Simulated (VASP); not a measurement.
A run of VASP 6.6.1:

File POSCAR:

```
MgH2
1.0
    0.0000000000      2.3649613280      2.3649613280
    2.3649613280      0.0000000000      2.3649613280
    2.3649613280      2.3649613280      0.0000000000
Mg H
1 2
Direct
    0.0000000000      0.0000000000      0.0000000000
    0.2500000000      0.2500000000      0.2500000000
    0.7500000000      0.7500000000      0.7500000000
```

File INCAR.step1:

```
PREC = Accurate
ENCUT = 520
EDIFF = 1E-5
ISMEAR = -1
SIGMA = 0.02
LREAL = False
LASPH = True
NELM = 120
ALGO = Normal
ISIF = 2
LWAVE = True
LCHARG = False
GGA = PE
NBANDS = 9
GGA_COMPAT = False
```

The input INCAR.step2:

```
PREC = Accurate
ENCUT = 520
EDIFF = 1E-6
ISMEAR = -1
SIGMA = 0.02
LREAL = False
LASPH = True
NELM = 120
ALGO = Normal
ISIF = 2
LWAVE = False
LCHARG = False
GGA = PE
LHFCALC = True
AEXX = 0.2
HFSCREEN = 0.5
PRECFOCK = Normal
ISTART = 1
NBANDS = 9
GGA_COMPAT = False
```

KPOINTS

```
regular mesh
0
Gamma
  4 4 4
```

Potentials or basis: VASP PAW PBE potentials, release 64 (Mg, H).

Command:

```sh
$ cat potpaw_PBE.64/Mg/POTCAR potpaw_PBE.64/H/POTCAR > POTCAR
$ cp INCAR.step1 INCAR
$ mpirun -np 1 vasp_std > vasp.out
$ cp INCAR.step2 INCAR
$ mpirun -np 1 vasp_std > vasp.out
```

Hardware: 1 thread of Intel Xeon 8259CL, with other jobs on the host.

How long does it take, and how much memory?

It took 71 s on 1 thread of Intel Xeon 8259CL (shared host), peak memory 0.26 GiB. Counts: k points 8.
